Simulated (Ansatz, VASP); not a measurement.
# Os: VASP beside Ansatz

File INCAR:

```
PREC     = Accurate       # precision mode
ENCUT    = 520            # plane-wave cutoff, eV
EDIFF    = 1E-8           # SCF threshold, eV
ISMEAR   = -1             # smearing method
SIGMA    = 0.03           # smearing width, eV
LREAL    = F              # projectors in reciprocal space
LASPH    = T              # aspherical terms in the spheres
NELM     = 80             # most SCF steps
ALGO     = Normal         # electronic algorithm
ISIF     = 2              # what is computed and relaxed
LWAVE    = F              # write WAVECAR
LCHARG   = F              # write CHGCAR
GGA      = PS             # functional
LEFG     = T            
NBANDS   = 10             # bands
```

File KPOINTS:

```
Automatic mesh
0
Gamma
  14 14 14
```

Contents of POSCAR:

```
Os
1.0
    0.0000000000      1.9450000000      1.9644500000
    1.9450000000      0.0000000000      1.9644500000
    1.9450000000      1.9450000000      0.0000000000
Os
1
Direct
    0.0000000000      0.0000000000      0.0000000000
```

Input for Ansatz:

```yaml
crystal:
  lattice:
    - [0.0, 1.945, 1.96445]
    - [1.945, 0.0, 1.96445]
    - [1.945, 1.945, 0.0]
  atoms:
    - { symbol: Os, position: [0.0, 0.0, 0.0] }
kpoints:
  mp_grid: { grid: [14, 14, 14] }
scf:
  occupations: { method: fermi_dirac, width: 0.03 }
hamiltonian:
  xc: pbesol
  pseudopotentials: { kind: paw }
output:
  forces: true
  stress: true
  eigenvalues: true
  efg: { contact_densities: true }
```

Change from the starting cell: zz strain of +1 %, PAW files.

Alike in both runs: task electric field gradients; functional PBEsol; k mesh 14 × 14 × 14; occupations fermi-dirac, width 0.03 eV; no spin polarisation.

|  | VASP | Ansatz |
| --- | --- | --- |
| version | VASP 6.6.1 | Ansatz 0.2.0 |
| potentials or method | VASP PAW PBE potentials, release 64 (Os) | PAW with Ansatz's default frozen-core files, scalar-relativistic |
| plane-wave cutoff (eV) | 520 | 420 |
| valence electrons in the cell | 8 | 16 |

|  | VASP | Ansatz | Ansatz less VASP |
| --- | --- | --- | --- |
| pressure (GPa) | -23.2 | -23.1 | +0.10 |
| traceless stress, the component that is largest in VASP (GPa) | -1.56 | -1.58 | -0.014 |
| size of Vzz on the site where it differs most (V/Å²) | 1.0 | 0.8 | -0.18 |

VASP's potentials were made for PBE, not for PBEsol. With one functional, cell and mesh, what is left measures potentials, basis and numerics. VASP's potentials hold 8 valence electrons a cell and Ansatz's 16, so a difference there can come from the potentials and not from the codes.

Neither program's run includes spin-orbit coupling.
